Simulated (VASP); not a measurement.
# BAs (I-4m2) in VASP: a series of runs, part 2 of 2

VASP 6.6.1. Earlier steps stand in the parts before.

### 4 Single point, r2SCAN

This run uses another cell than the first one, of the same volume but with other edges.

Contents of POSCAR:

```
BAs
1.0
    0.0000000000      2.3138099477      2.5451909425
    2.3138099477      0.0000000000      2.5451909425
    2.3138099477      2.3138099477      0.0000000000
B As
1 1
Direct
    0.0000000000      0.0000000000      0.0000000000
    0.7500000000      0.7500000000      0.7500000000
```

Contents of INCAR.step1:

```
SYSTEM = BAs
PREC = Accurate
ENCUT = 520
ISMEAR = 0
SIGMA = 0.05
LREAL = .False.
LASPH = .True.
NELM = 80
NBANDS = 11
GGA = PE
ALGO = Normal
EDIFF = 1E-4
LWAVE = .True.
LCHARG = .False.
```

Contents of INCAR.step2:

```
SYSTEM = BAs
PREC = Accurate
ENCUT = 520
EDIFF = 1E-7
ISMEAR = 0
SIGMA = 0.05
LREAL = .False.
LASPH = .True.
NELM = 80
ALGO = Normal
ISIF = 2
LWAVE = .False.
LCHARG = .False.
METAGGA = R2SCAN
LMIXTAU = .True.
NBANDS = 11
ISTART = 1
```

Contents of KPOINTS:

```
Automatic mesh
0
Gamma
  12 12 12
  0 0 0
```

Potentials or basis: VASP PAW PBE potentials, release 64 (B, As).

Run with:

```sh
cat potpaw_PBE.64/B/POTCAR potpaw_PBE.64/As/POTCAR > POTCAR
cp INCAR.step1 INCAR
mpirun -np 1 vasp_std > vasp.out
cp INCAR.step2 INCAR
mpirun -np 1 vasp_std > vasp.out
```

OUTCAR:

```text
SYSTEM = BAs
   PREC = Accurate
   ENCUT = 520
   EDIFF = 1E-7
   ISMEAR = 0
   LREAL = .False.
   LASPH = .True.
   NELM = 80
   ISIF = 2
   METAGGA = R2SCAN
   ISTART = 1

 ion  position               nearest neighbor table
   1  0.000  0.000  0.000-   2 2.07   2 2.07   2 2.07   2 2.07
   2  0.750  0.750  0.750-   1 2.07   1 2.07   1 2.07   1 2.07

  LATTYP: Found a body centered tetragonal cell.
 ALAT       =     3.2722214088
 C/A-ratio  =     1.5556349186

  Lattice vectors:

 A1 = (  -2.3138099477,   0.0000000000,   2.5451909425)
 A2 = (   2.3138099477,   0.0000000000,   2.5451909425)
[... 515 lines left out ...]
      8      15.9625      0.00000
      9      18.8046      0.00000
     10      19.5448      0.00000
     11      21.2192      0.00000

 [... further k-points ...]
[... 5 lines left out ...]
  --------------------------------------------------------------------------------------
  -------------------------------------------------------------------------------------
  Total        1.5244784      1.5244784     -2.5968649      0.0000000     -0.0000000      0.0000000
  in kB       89.6243744     89.6243744   -152.6701740      0.0000000     -0.0000000      0.0000000
  external PRESSURE =       8.8595249 kB  Pullay stress =       0.0000000 kB

 VOLUME and BASIS-vectors are now :
 -----------------------------------------------------------------------------
  energy-cutoff  :      520.00
  volume of cell :       27.25
      direct lattice vectors                 reciprocal lattice vectors
     0.000000000  2.313809948  2.545190943    -0.216093807  0.216093807  0.196448915
     2.313809948  0.000000000  2.545190943     0.216093807 -0.216093807  0.196448915
     2.313809948  2.313809948  0.000000000     0.216093807  0.216093807 -0.196448915

 POSITION                                       TOTAL-FORCE (eV/Angst)
 -----------------------------------------------------------------------------------
      0.00000      0.00000      0.00000        -0.000000     -0.000000     -0.000000
      3.47071      3.47071      3.81779         0.000000      0.000000      0.000000
 -----------------------------------------------------------------------------------
    total drift:                                0.000020      0.000020      0.000015

  FREE ENERGIE OF THE ION-ELECTRON SYSTEM (eV)
  ---------------------------------------------------
  free  energy   TOTEN  =       -22.1301805640 eV

  energy  without entropy=      -22.1301805640  energy(sigma->0) =      -22.13018056
```

It took 2.7 min on 1 thread of Intel Xeon Platinum 8488C (Sapphire Rapids), shared host; peak memory 0.19 GiB.

Results:

```yaml
Free_energy: -22.1302 eV
Pressure: 0.9 GPa
Band_gap_on_the_k_mesh: 0.62 eV, indirect (least direct gap 2.92 eV)
```

Caveat: the PAW data sets were made with another functional, which shifts forces and pressure a little.

### 5 Single point, r2SCAN

This run uses another cell than the first one, of the same volume but with other edges.

Contents of POSCAR:

```
BAs
1.0
    0.0000000000      2.7573218356      1.7922591931
    2.7573218356      0.0000000000      1.7922591931
    2.7573218356      2.7573218356      0.0000000000
B As
1 1
Direct
    0.0000000000      0.0000000000      0.0000000000
    0.7500000000      0.7500000000      0.7500000000
```

Contents of INCAR.step1:

```
SYSTEM = BAs
ALGO = Normal ; EDIFF = 1E-4
ENCUT = 520 ; GGA = PE
ISMEAR = 0 ; LASPH = .True.
LCHARG = .False. ; LREAL = .False.
LWAVE = .True. ; NBANDS = 11
NELM = 100 ; PREC = Accurate
SIGMA = 0.05
```

Contents of INCAR.step2:

```
SYSTEM = BAs
ALGO = Normal ; EDIFF = 1E-7
ENCUT = 520 ; ISIF = 2
ISMEAR = 0 ; ISTART = 1
LASPH = .True. ; LCHARG = .False.
LMIXTAU = .True. ; LREAL = .False.
LWAVE = .False. ; METAGGA = R2SCAN
NBANDS = 11 ; NELM = 100
PREC = Accurate ; SIGMA = 0.05
```

Contents of KPOINTS:

```
k-points
0
Gamma
  12 12 12
  0 0 0
```

Run with:

```sh
cat potpaw_PBE.64/B/POTCAR potpaw_PBE.64/As/POTCAR > POTCAR
cp INCAR.step1 INCAR
mpirun -np 1 vasp_std > vasp.out
cp INCAR.step2 INCAR
mpirun -np 1 vasp_std > vasp.out
```

Wall time 1.7 min (1 thread of Intel Xeon Platinum 8488C (Sapphire Rapids), shared host); peak memory 0.19 GiB.

It converged, with:

- Free energy: -20.9727 eV
- Pressure: -4.0 GPa
- Band gap on the k mesh: zero (band 4 reaches 8.35 eV, above the bottom of band 5 at 4.18 eV)

Stress tensor (GPa, compression positive):
```
-15.44   0.00   0.00
  0.00 -15.44   0.00
  0.00   0.00  19.01
```

Levels at points of the mesh, in eV from the Fermi level:
```
           k point  band 1  band 2  band 3  band 4  band 5  band 6  band 7  band 8
(0.00, 0.00, 0.00)  -15.92   -1.01   -1.01    2.33    2.95    3.57    5.86    5.86
(0.50, 0.00, 0.00)  -12.50   -8.76   -3.41   -0.75    0.13    3.63    6.70   10.53
(0.50, 0.50, 0.00)   -9.80   -6.28   -6.25   -6.25   -0.52   -0.23   12.08   12.08
(0.50, 0.00, 0.50)  -12.49   -9.86   -1.95   -1.53    4.44    4.66    7.18    8.36
```

Caveat: the PAW data sets were made with another functional, which shifts forces and pressure a little.

### 6 The runs side by side

```tsv
cell	gap on the mesh (eV)	pressure (GPa)
a = 3.589, b = 3.589, c = 3.095 Å, angles 64.5, 64.5, 51.1°, 2 atoms	none	1.8
a = 3.337, b = 3.337, c = 3.473 Å, angles 58.6, 58.6, 62.7°, 2 atoms	0.11	0.8
a = 3.440, b = 3.440, c = 3.272 Å, angles 61.6, 61.6, 56.8°, 2 atoms	0.62	0.9
a = 3.289, b = 3.289, c = 3.899 Å, angles 53.6, 53.6, 72.7°, 2 atoms	none	-4.0
```

Alike in all rows: task single point; level r2SCAN; potentials or basis VASP PAW PBE potentials, release 64 (B, As); no spin polarisation; k mesh 12 × 12 × 12; cutoff (eV) 520; smearing gaussian 0.05 eV.

Caveats: the PAW data sets were made with another functional, which shifts forces and pressure a little.

Absolute energies hang on the potentials; compare differences alone.
